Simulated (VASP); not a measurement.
# W (I4/mmm) in VASP: notebook

Runs on W. Level: PBEsol. Tasks: single point.

Everything below comes from runs of VASP 6.6.1. Logs are shortened: lines on timing, memory, paths and dates and some standing lists are left out, and cuts for length are marked.

## (1) The cell of the first run

Symmetry: I4/mmm, No. 139, tetragonal system. The conventional cell has a = 2.871 Å, b = 2.871 Å, c = 4.121 Å, α = 90.00°, β = 90.00°, γ = 90.00°. Within 3.8 Å of W (site symmetry 4/mmm) lie 12 W at 2.87 to 2.89 Å.

This isn't the form of W at room conditions, which is bcc.

## (2) Single point, PBEsol (strain +0.000 along x and y, +0.015 along z)

INCAR

```
SYSTEM = W
PREC = Accurate ; ENCUT = 520
EDIFF = 1E-7 ; ISMEAR = 0
SIGMA = 0.15 ; LREAL = .False.
LASPH = .True. ; NELM = 60
ALGO = Fast ; ISIF = 2
LWAVE = .False. ; LCHARG = .False.
GGA = PS ; NBANDS = 13
```

KPOINTS

```
regular mesh
0
Gamma
  20 20 20
  0 0 0
```

POSCAR

```
W
1.0
    0.0000000000      2.0300000000      2.0604500000
    2.0300000000      0.0000000000      2.0604500000
    2.0300000000      2.0300000000      0.0000000000
W
1
Direct
    0.0000000000      0.0000000000      0.0000000000
```

Potentials or basis: VASP PAW PBE potentials, release 64 (W_sv).

Started as:

```bash
$ cat potpaw_PBE.64/W_sv/POTCAR > POTCAR
$ mpirun -np 1 vasp_std > vasp.out
```

OUTCAR:

```text
SYSTEM = W
   PREC = Accurate
   ENCUT = 520
   EDIFF = 1E-7
   ISMEAR = 0
   LREAL = .False.
   LASPH = .True.
   NELM = 60
   ISIF = 2
   GGA = PS

 ion  position               nearest neighbor table
   1  0.000  0.000  0.000-

  LATTYP: Found a body centered tetragonal cell.
 ALAT       =     2.8708535316
 C/A-ratio  =     1.4354267658

  Lattice vectors:

 A1 = (  -2.0300000000,   0.0000000000,   2.0604500000)
 A2 = (   2.0300000000,   0.0000000000,   2.0604500000)
 A3 = (   0.0000000000,   2.0300000000,  -2.0604500000)

Analysis of symmetry for initial positions (statically):
=====================================================================
 Subroutine PRICEL returns:
 Original cell was already a primitive cell.

 Routine SETGRP: Setting up the symmetry group for a
 body centered tetragonal supercell.

 Subroutine GETGRP returns: Found 16 space group operations
 (whereof 16 operations were pure point group operations)
 out of a pool of 16 trial point group operations.

The static configuration has the point symmetry D_4h.

Analysis of symmetry for dynamics (positions and initial velocities):
=====================================================================
 Subroutine PRICEL returns:
 Original cell was already a primitive cell.

 Routine SETGRP: Setting up the symmetry group for a
 body centered tetragonal supercell.

 Subroutine GETGRP returns: Found 16 space group operations
 (whereof 16 operations were pure point group operations)
 out of a pool of 16 trial point group operations.

The dynamic configuration has the point symmetry D_4h.

 Subroutine INISYM returns: Found 16 space group operations
 (whereof 16 operations are pure point group operations),
 and found     1 'primitive' translations

----------------------------------------------------------------------------------------

                                     Primitive cell

  volume of cell :      16.9818

  direct lattice vectors                    reciprocal lattice vectors
     0.000000000  2.030000000  2.060450000    -0.246305419  0.246305419  0.242665437
     2.030000000  0.000000000  2.060450000     0.246305419 -0.246305419  0.242665437
     2.030000000  2.030000000  0.000000000     0.246305419  0.246305419 -0.242665437

  length of vectors
     2.892465074  2.892465074  2.870853532     0.424522359  0.424522359  0.424522359

  position of ions in fractional coordinates (direct lattice)
     0.000000000  0.000000000  0.000000000

  ion indices of the primitive-cell ions
   primitive index   ion index
                 1           1

----------------------------------------------------------------------------------------

 KPOINTS: regular mesh

Automatic generation of k-mesh.
 Grid dimensions read from file:
 generate k-points for:   20   20   20

 Generating k-lattice:

  Cartesian coordinates                     Fractional coordinates (reciprocal lattice)
    -0.012315271  0.012315271  0.012133272     0.050000000  0.000000000  0.000000000
     0.012315271 -0.012315271  0.012133272     0.000000000  0.050000000  0.000000000
     0.012315271  0.012315271 -0.012133272     0.000000000  0.000000000  0.050000000

  Length of vectors
     0.021226118  0.021226118  0.021226118

  Shift w.r.t. Gamma in fractional coordinates (k-lattice)
     0.000000000  0.000000000  0.000000000

 Subroutine IBZKPT returns following result:
 ===========================================

 Found    641 irreducible k-points:

 Following reciprocal coordinates:
            Coordinates               Weight
  0.000000  0.000000  0.000000      1.000000
  0.050000 -0.000000  0.000000      8.000000
  0.100000  0.000000  0.000000      8.000000
  0.150000  0.000000  0.000000      8.000000
  0.200000  0.000000  0.000000      8.000000
  0.250000 -0.000000  0.000000      8.000000
[... 16 lines left out ...]
 -0.400000  0.050000  0.000000      8.000000
 -0.350000  0.050000  0.000000      8.000000
 [... further k-points ...]
   k-points           NKPTS =    641   k-points in BZ     NKDIM =    641   number of bands    NBANDS=     13
   number of dos      NEDOS =    301   number of ions     NIONS =      1
   total plane-waves  NPLWV =  13824
   dimension x,y,z NGX =    24 NGY =   24 NGZ =   24
   dimension x,y,z NGXF=    48 NGYF=   48 NGZF=   48
   ions per type =               1
   NGX,Y,Z   is equivalent  to a cutoff of  13.79, 13.79, 13.90 a.u.
   NGXF,Y,Z  is equivalent  to a cutoff of  27.59, 27.59, 27.80 a.u.
 SYSTEM =  W
   PREC   = accura    normal or accurate (medium, high low for compatibility)
   ISTART =      0    job   : 0-new  1-cont  2-samecut
   ICHARG =      2    charge: 1-file 2-atom 10-const
   ISPIN  =      1    spin polarized calculation?
   LNONCOLLINEAR =      F non collinear calculations
   LSORBIT =      F    spin-orbit coupling
   LASPH  =      T    aspherical Exc in radial PAW
   ENCUT  =  520.0 eV  38.22 Ry    6.18 a.u.   5.38  5.38  5.34*2*pi/ulx,y,z
   NELM   =     60;   NELMIN=  2; NELMDL= -5     # of ELM steps
   EDIFF  = 0.1E-06   stopping-criterion for ELM
   LREAL  =      F    real-space projection
   EDIFFG = 0.1E-05   stopping-criterion for IOM
   NSW    =      0    number of steps for IOM
   IBRION =     -1    ionic relax: 0-MD 1-quasi-New 2-CG
   NFREE  =      0    steps in history (QN), initial steepest desc. (CG)
   ISIF   =      2    stress and relaxation
   ISYM   =      2    0-nonsym 1-usesym 2-fastsym
   POTIM  = 0.5000    time-step for ionic-motion
   TEBEG  =    0.0;   TEEND  =   0.0 temperature during run
   PSTRESS=    0.0 pullay stress
   NELECT =      14.0000    total number of electrons
   NUPDOWN=      -1.0000    fix difference up-down
   EMIN   =  10.00;   EMAX   =-10.00  energy-range for DOS
   EFERMI =   0.00;   METHOD = LEGACY
   ISMEAR =     0;   SIGMA  =   0.15  broadening in eV -4-tet -1-fermi 0-gaus
   EFERMI_NEDOS =   21; number of points for ismear=-14 and -15
   IALGO  =     68    algorithm
   IMIX   =      4    mixing-type and parameters
     AMIX     =   0.40;   BMIX     =  1.00
     AMIX_MAG =   1.60;   BMIX_MAG =  1.00
  volume/ion in A,a.u.               =      16.98       114.60
  Fermi-wavevector in a.u.,A,eV,Ry     =   1.535051  2.900826 32.060515  2.356381
  Thomas-Fermi vector in A             =   2.641893
   LORBIT       =      0    0 simple, 1 ext, 2 COOP (PROOUT), +10 PAW based schemes
   GGA     = PS    functional components
   LHFCALC =     F    Hartree Fock is set to
   AEXX    =    0.0000 exact exchange contribution
   IVDW    =     0    specifies the selected vdW correction
   LEPSILON=     F    determine dielectric tensor
   LRPA    =     F    only Hartree local field effects (RPA)
 non-spin polarized calculation
 RMM-DIIS sequential band-by-band and
 Gauss-broadening in eV      SIGMA  =   0.15
  energy-cutoff  :      520.00
  volume of cell :       16.98
 maximum number of plane-waves:       471
 NGX is ok and might be reduce to    24
   NGX = 11   NGY = 11   NGZ = 11

 number of electron      14.0000001 magnetization

 Free energy of the ion-electron system (eV)
  ---------------------------------------------------
  ext. energy  EPLUGINS =         0.00000000
  ---------------------------------------------------
  free energy    TOTEN  =       -13.26793362 eV

  energy without entropy =      -13.25217611  energy(sigma->0) =      -13.26005487

 E-fermi :   9.8607     XC(G=0): -13.3669

 val. band max:        9.8601997583   @ k =   0.5000   0.0500   0.3500
 cond. band min:       9.8616297220   @ k =   0.5000   0.0500   0.1000
 fundamental gap:      0.0014299637
 Fermi energy:         9.8606577276

 k-point     1 :       0.0000    0.0000    0.0000
  band No.  band energies     occupation
      1     -63.8466      2.00000
      2     -27.5214      2.00000
      3     -27.5083      2.00000
      4     -27.5083      2.00000
      5       1.0314      2.00000
      6       9.2096      2.00000
      7       9.3985      1.99999
      8       9.3985      1.99999
      9      12.1557      0.00000
     10      12.4372      0.00000
     11      22.6439      0.00000
     12      27.3450      0.00000
     13      27.8083      0.00000

 k-point     2 :       0.0500   -0.0000    0.0000
  band No.  band energies     occupation
      1     -63.8444      2.00000
      2     -27.5411      2.00000
      3     -27.5191      2.00000
      4     -27.5115      2.00000
      5       1.1376      2.00000
      6       9.1959      2.00000
      7       9.3796      1.99999
      8       9.4487      1.99990
      9      12.1137      0.00000
     10      12.3884      0.00000
     11      22.8576      0.00000
     12      27.0946      0.00000
     13      27.7505      0.00000

 k-point     3 :       0.1000    0.0000    0.0000
  band No.  band energies     occupation
      1     -63.8379      2.00000
      2     -27.6167      2.00000
      3     -27.5313      2.00000
      4     -27.5207      2.00000
      5       1.4473      2.00000
      6       9.0213      2.00000
      7       9.4674      1.99979
      8       9.5849      1.99068
      9      12.0159      0.00000
     10      12.2689      0.00000
     11      23.4479      0.00000
     12      26.1333      0.00000
     13      28.2703      0.00000
[... 305 lines left out ...]
 k-point    23 :      -0.4000    0.0500    0.0000
  band No.  band energies     occupation
      1     -63.7604      2.00000
      2     -28.4672      2.00000
      3     -27.6811      2.00000
      4     -27.6249      2.00000
      5       4.4729      2.00000
      6       9.0185      2.00000
      7       9.3840      1.99999
      8       9.6551      1.94737
      9      13.9458      0.00000
     10      14.7140      0.00000
     11      20.2813      0.00000
     12      23.1163      0.00000
     13      28.4049      0.00000

 k-point    24 :      -0.3500    0.0500    0.0000
  band No.  band energies     occupation
      1     -63.7692      2.00000
      2     -28.3738      2.00000
      3     -27.6696      2.00000
      4     -27.6089      2.00000
      5       4.3311      2.00000
      6       8.9915      2.00000
      7       9.1938      2.00000
      8       9.5231      1.99854
      9      13.3363      0.00000
     10      14.2097      0.00000
     11      21.0510      0.00000
     12      24.1686      0.00000
     13      29.3467      0.00000

 [... further k-points ...]
[... 5 lines left out ...]
  --------------------------------------------------------------------------------------
  -------------------------------------------------------------------------------------
  Total       -1.8305422     -1.8305422     -1.3434276      0.0000000      0.0000000     -0.0000000
  in kB     -172.7054985   -172.7054985   -126.7478757      0.0000000      0.0000000     -0.0000000
  external PRESSURE =    -157.3862909 kB  Pullay stress =       0.0000000 kB

 VOLUME and BASIS-vectors are now :
 -----------------------------------------------------------------------------
  energy-cutoff  :      520.00
  volume of cell :       16.98
      direct lattice vectors                 reciprocal lattice vectors
     0.000000000  2.030000000  2.060450000    -0.246305419  0.246305419  0.242665437
     2.030000000  0.000000000  2.060450000     0.246305419 -0.246305419  0.242665437
     2.030000000  2.030000000  0.000000000     0.246305419  0.246305419 -0.242665437

 POSITION                                       TOTAL-FORCE (eV/Angst)
 -----------------------------------------------------------------------------------
      0.00000      0.00000      0.00000         0.000000      0.000000      0.000000
 -----------------------------------------------------------------------------------
    total drift:                                0.000000      0.000000      0.000000

  FREE ENERGIE OF THE ION-ELECTRON SYSTEM (eV)
  ---------------------------------------------------
  free  energy   TOTEN  =       -13.2679336220 eV

  energy  without entropy=      -13.2521761101  energy(sigma->0) =      -13.26005487
```

Wall time 2.9 min (1 thread of Intel Xeon 8259CL, shared host); peak memory 0.25 GiB.

Results:

| Item | Value |
| --- | --- |
| Free energy | -13.2679 eV |
| Pressure | -15.7 GPa |
| Band gap on the k mesh | zero (bands 7 and 8 overlap by 3.44 eV) |

Caveat: the cell differs from its parent crystal (strain +0.000 along x and y, +0.015 along z); the cell stands under tension; the PAW data sets were made with another functional, which shifts forces and pressure a little; spin-orbit coupling is left out, which moves the levels of the heavy elements.

[end of part 1 of 2]
